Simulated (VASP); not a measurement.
# GeW (CsCl type) (Pm-3m) in VASP: notebook

Runs on GeW (CsCl type). Level: PBE. Tasks: single point.

Everything below comes from runs of VASP 6.6.1. Logs are shortened: lines on timing, memory, paths and dates and some standing lists are left out, and cuts for length are marked.

**1. The cell of the first run**

Symmetry: Pm-3m, No. 221, cubic system. The conventional cell has a = 2.538 Å, b = 2.538 Å, c = 2.538 Å, α = 90.00°, β = 90.00°, γ = 90.00°. Within 2.9 Å of W (site symmetry m-3m) lie 8 Ge at 2.20 Å and 6 W at 2.54 Å. Within 2.9 Å of Ge (site symmetry m-3m) lie 8 W at 2.20 Å and 6 Ge at 2.54 Å.

**2. Single point, PBE**

INCAR

```
PREC = Accurate
ENCUT = 520
EDIFF = 1E-6
ISMEAR = -1
SIGMA = 0.05
LREAL = False
LASPH = True
NELM = 80
ALGO = Normal
ISIF = 2
LWAVE = False
LCHARG = False
GGA = PE
NBANDS = 21
```

KPOINTS

```
regular mesh
0
Gamma
  16 16 16
```

POSCAR

```
GeW
1.0
    2.5375352036      0.0000000000      0.0000000000
    0.0000000000      2.5375352036      0.0000000000
    0.0000000000      0.0000000000      2.5375352036
W Ge
1 1
Direct
    0.0000000000      0.0000000000      0.0000000000
    0.5000000000      0.5000000000      0.5000000000
```

Potentials or basis: VASP PAW PBE potentials, release 64 (W_sv, Ge_d).

Run with:

```console
> cat potpaw_PBE.64/W_sv/POTCAR potpaw_PBE.64/Ge_d/POTCAR > POTCAR
> mpirun -np 1 vasp_std > vasp.out
```

OUTCAR:

```text
PREC = Accurate
   ENCUT = 520
   EDIFF = 1E-6
   ISMEAR = -1
   LREAL = False
   LASPH = True
   NELM = 80
   ISIF = 2
   GGA = PE

 ion  position               nearest neighbor table
   1  0.000  0.000  0.000-   2 2.20   2 2.20   2 2.20   2 2.20   2 2.20   2 2.20   2 2.20   2 2.20

   2  0.500  0.500  0.500-   1 2.20   1 2.20   1 2.20   1 2.20   1 2.20   1 2.20   1 2.20   1 2.20

  LATTYP: Found a simple cubic cell.
 ALAT       =     2.5375352036

  Lattice vectors:

 A1 = (   2.5375352036,   0.0000000000,   0.0000000000)
 A2 = (   0.0000000000,   2.5375352036,   0.0000000000)
 A3 = (   0.0000000000,   0.0000000000,   2.5375352036)

Analysis of symmetry for initial positions (statically):
=====================================================================
 Subroutine PRICEL returns:
 Original cell was already a primitive cell.

 Routine SETGRP: Setting up the symmetry group for a
 simple cubic supercell.

 Subroutine GETGRP returns: Found 48 space group operations
 (whereof 48 operations were pure point group operations)
 out of a pool of 48 trial point group operations.

The static configuration has the point symmetry O_h .

Analysis of symmetry for dynamics (positions and initial velocities):
=====================================================================
 Subroutine PRICEL returns:
 Original cell was already a primitive cell.

 Routine SETGRP: Setting up the symmetry group for a
 simple cubic supercell.

 Subroutine GETGRP returns: Found 48 space group operations
 (whereof 48 operations were pure point group operations)
 out of a pool of 48 trial point group operations.

The dynamic configuration has the point symmetry O_h .

 Subroutine INISYM returns: Found 48 space group operations
 (whereof 48 operations are pure point group operations),
 and found     1 'primitive' translations

----------------------------------------------------------------------------------------

                                     Primitive cell

  volume of cell :      16.3394

  direct lattice vectors                    reciprocal lattice vectors
     2.537535204  0.000000000  0.000000000     0.394083203  0.000000000  0.000000000
     0.000000000  2.537535204  0.000000000     0.000000000  0.394083203  0.000000000
     0.000000000  0.000000000  2.537535204     0.000000000  0.000000000  0.394083203

  length of vectors
     2.537535204  2.537535204  2.537535204     0.394083203  0.394083203  0.394083203

  position of ions in fractional coordinates (direct lattice)
     0.000000000  0.000000000  0.000000000
     0.500000000  0.500000000  0.500000000

  ion indices of the primitive-cell ions
   primitive index   ion index
                 1           1
                 2           2

----------------------------------------------------------------------------------------

 KPOINTS: regular mesh

Automatic generation of k-mesh.
 Grid dimensions read from file:
 generate k-points for:   16   16   16

 Generating k-lattice:

  Cartesian coordinates                     Fractional coordinates (reciprocal lattice)
     0.024630200  0.000000000  0.000000000     0.062500000  0.000000000  0.000000000
     0.000000000  0.024630200  0.000000000     0.000000000  0.062500000  0.000000000
     0.000000000  0.000000000  0.024630200     0.000000000  0.000000000  0.062500000

  Length of vectors
     0.024630200  0.024630200  0.024630200

  Shift w.r.t. Gamma in fractional coordinates (k-lattice)
     0.000000000  0.000000000  0.000000000

 Subroutine IBZKPT returns following result:
 ===========================================

 Found    165 irreducible k-points:

 Following reciprocal coordinates:
            Coordinates               Weight
  0.000000  0.000000  0.000000      1.000000
  0.062500  0.000000  0.000000      6.000000
  0.125000  0.000000  0.000000      6.000000
  0.187500  0.000000  0.000000      6.000000
  0.250000  0.000000  0.000000      6.000000
  0.312500  0.000000  0.000000      6.000000
[... 16 lines left out ...]
  0.437500  0.125000  0.000000     24.000000
  0.500000  0.125000  0.000000     12.000000
 [... further k-points ...]
   k-points           NKPTS =    165   k-points in BZ     NKDIM =    165   number of bands    NBANDS=     21
   number of dos      NEDOS =    301   number of ions     NIONS =      2
   total plane-waves  NPLWV =   8000
   dimension x,y,z NGX =    20 NGY =   20 NGZ =   20
   dimension x,y,z NGXF=    40 NGYF=   40 NGZF=   40
   ions per type =               1   1
   NGX,Y,Z   is equivalent  to a cutoff of  13.10, 13.10, 13.10 a.u.
   NGXF,Y,Z  is equivalent  to a cutoff of  26.21, 26.21, 26.21 a.u.
 SYSTEM =  unknown system
   PREC   = accura    normal or accurate (medium, high low for compatibility)
   ISTART =      0    job   : 0-new  1-cont  2-samecut
   ICHARG =      2    charge: 1-file 2-atom 10-const
   ISPIN  =      1    spin polarized calculation?
   LNONCOLLINEAR =      F non collinear calculations
   LSORBIT =      F    spin-orbit coupling
   LASPH  =      T    aspherical Exc in radial PAW
   ENCUT  =  520.0 eV  38.22 Ry    6.18 a.u.   4.72  4.72  4.72*2*pi/ulx,y,z
   NELM   =     80;   NELMIN=  2; NELMDL= -5     # of ELM steps
   EDIFF  = 0.1E-05   stopping-criterion for ELM
   LREAL  =      F    real-space projection
   EDIFFG = 0.1E-04   stopping-criterion for IOM
   NSW    =      0    number of steps for IOM
   IBRION =     -1    ionic relax: 0-MD 1-quasi-New 2-CG
   NFREE  =      0    steps in history (QN), initial steepest desc. (CG)
   ISIF   =      2    stress and relaxation
   ISYM   =      2    0-nonsym 1-usesym 2-fastsym
   POTIM  = 0.5000    time-step for ionic-motion
   TEBEG  =    0.0;   TEEND  =   0.0 temperature during run
   PSTRESS=    0.0 pullay stress
   NELECT =      28.0000    total number of electrons
   NUPDOWN=      -1.0000    fix difference up-down
   EMIN   =  10.00;   EMAX   =-10.00  energy-range for DOS
   EFERMI =   0.00;   METHOD = LEGACY
   ISMEAR =    -1;   SIGMA  =   0.05  broadening in eV -4-tet -1-fermi 0-gaus
   EFERMI_NEDOS =   21; number of points for ismear=-14 and -15
   IALGO  =     38    algorithm
   IMIX   =      4    mixing-type and parameters
     AMIX     =   0.40;   BMIX     =  1.00
     AMIX_MAG =   1.60;   BMIX_MAG =  1.00
  volume/ion in A,a.u.               =       8.17        55.13
  Fermi-wavevector in a.u.,A,eV,Ry     =   1.959065  3.702095 52.218266  3.837934
  Thomas-Fermi vector in A             =   2.984546
   LORBIT       =      0    0 simple, 1 ext, 2 COOP (PROOUT), +10 PAW based schemes
   GGA     = PE    functional components
   LHFCALC =     F    Hartree Fock is set to
   AEXX    =    0.0000 exact exchange contribution
   IVDW    =     0    specifies the selected vdW correction
   LEPSILON=     F    determine dielectric tensor
   LRPA    =     F    only Hartree local field effects (RPA)
 non-spin polarized calculation
  energy-cutoff  :      520.00
  volume of cell :       16.34
 maximum number of plane-waves:       466
 NGX is ok and might be reduce to    20
   NGX =  9   NGY =  9   NGZ =  9

 number of electron      27.9999990 magnetization

 Free energy of the ion-electron system (eV)
  ---------------------------------------------------
  ext. energy  EPLUGINS =         0.00000000
  ---------------------------------------------------
  free energy    TOTEN  =        -2.96652966 eV

  energy without entropy =       -2.95594619  energy(sigma->0) =       -2.96123793

 E-fermi :  21.6575     XC(G=0): -17.1037

 val. band max:       21.6466788291   @ k =   0.4375   0.3125   0.0625
 cond. band min:      21.6675468541   @ k =   0.4375   0.3125   0.0000
 fundamental gap:      0.0208680250
 Fermi energy:        21.6575179872

 k-point     1 :       0.0000    0.0000    0.0000
  band No.  band energies     occupation
      1     -51.8862      2.00000
      2     -15.9902      2.00000
      3     -15.9902      2.00000
      4     -15.9902      2.00000
      5      -5.0381      2.00000
      6      -5.0381      2.00000
[... 13 lines left out ...]
     20      38.7359      0.00000
     21      40.2016      0.00000

 k-point     2 :       0.0625    0.0000    0.0000
  band No.  band energies     occupation
      1     -51.8787      2.00000
      2     -16.1017      2.00000
      3     -15.9845      2.00000
      4     -15.9845      2.00000
      5      -5.0331      2.00000
      6      -5.0118      2.00000
[... 13 lines left out ...]
     20      38.9617      0.00000
     21      40.4797      0.00000

 k-point     3 :       0.1250    0.0000    0.0000
  band No.  band energies     occupation
      1     -51.8574      2.00000
      2     -16.4094      2.00000
      3     -15.9683      2.00000
      4     -15.9683      2.00000
      5      -5.0189      2.00000
      6      -4.9383      2.00000
[... 13 lines left out ...]
     20      39.2955      0.00000
     21      41.2831      0.00000

 k-point     4 :       0.1875    0.0000    0.0000
  band No.  band energies     occupation
      1     -51.8255      2.00000
      2     -16.8461      2.00000
      3     -15.9439      2.00000
      4     -15.9439      2.00000
      5      -4.9976      2.00000
      6      -4.8310      2.00000
[... 13 lines left out ...]
     20      39.4443      0.00000
     21      42.4713      0.00000

 k-point     5 :       0.2500    0.0000    0.0000
  band No.  band energies     occupation
      1     -51.7877      2.00000
      2     -17.3298      2.00000
      3     -15.9150      2.00000
      4     -15.9150      2.00000
      5      -4.9724      2.00000
      6      -4.7077      2.00000
[... 13 lines left out ...]
     20      39.4409      0.00000
     21      43.5698      0.00000
[... 382 lines left out ...]
     20      40.1451      0.00000
     21      42.4905      0.00000

 k-point    22 :       0.3750    0.1250    0.0000
  band No.  band energies     occupation
      1     -51.6908      2.00000
      2     -18.0821      2.00000
      3     -16.2112      2.00000
      4     -15.8179      2.00000
      5      -4.8832      2.00000
      6      -4.5439      2.00000
[... 13 lines left out ...]
     20      40.0715      0.00000
     21      40.8888      0.00000

 k-point    23 :       0.4375    0.1250    0.0000
  band No.  band energies     occupation
      1     -51.6694      2.00000
      2     -18.3132      2.00000
      3     -16.1872      2.00000
      4     -15.7986      2.00000
      5      -4.8724      2.00000
      6      -4.5253      2.00000
[... 13 lines left out ...]
     20      37.8817      0.00000
     21      39.7973      0.00000

 k-point    24 :       0.5000    0.1250    0.0000
  band No.  band energies     occupation
      1     -51.6619      2.00000
      2     -18.3929      2.00000
      3     -16.1787      2.00000
      4     -15.7917      2.00000
      5      -4.8686      2.00000
      6      -4.5156      2.00000
[... 13 lines left out ...]
     20      37.8537      0.00000
     21      38.9658      0.00000

 [... further k-points ...]
[... 5 lines left out ...]
  --------------------------------------------------------------------------------------
  -------------------------------------------------------------------------------------
  Total       54.1857772     54.1857772     54.1857772     -0.0000000     -0.0000000      0.0000000
  in kB     5313.2427902   5313.2427902   5313.2427902     -0.0000000     -0.0000000      0.0000000
  external PRESSURE =    5313.2427902 kB  Pullay stress =       0.0000000 kB

 VOLUME and BASIS-vectors are now :
 -----------------------------------------------------------------------------
  energy-cutoff  :      520.00
  volume of cell :       16.34
      direct lattice vectors                 reciprocal lattice vectors
     2.537535204  0.000000000  0.000000000     0.394083203  0.000000000  0.000000000
     0.000000000  2.537535204  0.000000000     0.000000000  0.394083203  0.000000000
     0.000000000  0.000000000  2.537535204     0.000000000  0.000000000  0.394083203

 POSITION                                       TOTAL-FORCE (eV/Angst)
 -----------------------------------------------------------------------------------
      0.00000      0.00000      0.00000         0.000000      0.000000      0.000000
      1.26877      1.26877      1.26877         0.000000      0.000000      0.000000
 -----------------------------------------------------------------------------------
    total drift:                               -0.000000      0.000000     -0.000000

  FREE ENERGIE OF THE ION-ELECTRON SYSTEM (eV)
  ---------------------------------------------------
  free  energy   TOTEN  =        -2.9665296603 eV

  energy  without entropy=       -2.9559461913  energy(sigma->0) =       -2.96123793
```

It took 26 s on 1 thread of Intel Xeon Platinum 8375C at 2.90GHz (Ice Lake), shared host; peak memory 0.17 GiB.

What came out:

```yaml
Free_energy: -2.9665 eV
Pressure: 531.3 GPa
Band_gap_on_the_k_mesh: zero (band 14 reaches 29.94 eV, above the bottom of band 15 at 19.56 eV)
```

Caveat: spin-orbit coupling is left out, which moves the levels of the heavy elements.

**3. Single point, PBE**

INCAR

```
SYSTEM = GeW
  ALGO = Normal
  EDIFF = 1E-7
  ENCUT = 520
  GGA = PE
  ISIF = 2
  ISMEAR = -1
  LASPH = .True.
  LCHARG = .False.
  LREAL = .False.
  LWAVE = .False.
  NBANDS = 21
  NELM = 80
  PREC = Accurate
  SIGMA = 0.05
```

KPOINTS

```
k-points
0
Gamma
  16 16 16
  0 0 0
```

POSCAR

```
GeW
1.0
    2.5362314126      0.0000000000      0.0000000000
    0.0000000000      2.5362314126      0.0000000000
    0.0000000000      0.0000000000      2.5362314126
W Ge
1 1
Direct
    0.0000000000      0.0000000000      0.0000000000
    0.5000000000      0.5000000000      0.5000000000
```

Potentials or basis: VASP PAW PBE potentials, release 64 (W_sv, Ge_d).

Run with:

```console
> cat potpaw_PBE.64/W_sv/POTCAR potpaw_PBE.64/Ge_d/POTCAR > POTCAR
> mpirun -np 1 vasp_std > vasp.out
```

Wall time 30 s (1 thread of Intel Xeon Platinum 8375C at 2.90GHz (Ice Lake), shared host); peak memory 0.17 GiB.

It converged, with:

| Property | Result |
| --- | --- |
| Free energy | -2.8828 eV |
| Pressure | 534.4 GPa |
| Band gap on the k mesh | zero (band 14 reaches 30.00 eV, above the bottom of band 15 at 19.59 eV) |

Levels at points of the mesh, in eV from the Fermi level:
```csv
k point,band 12,band 13,band 14,band 15,band 16,band 17
"(0.00, 0.00, 0.00)",-7.71,3.36,3.36,3.36,4.57,4.57
"(0.50, 0.00, 0.00)",-6.61,-4.35,-4.35,3.64,6.37,7.78
"(0.50, 0.50, 0.00)",-4.52,-4.52,-0.98,-0.98,7.76,8.14
"(0.50, 0.50, 0.50)",-11.97,-4.25,8.30,8.30,8.46,8.46
```

Caveat: spin-orbit coupling is left out, which moves the levels of the heavy elements.
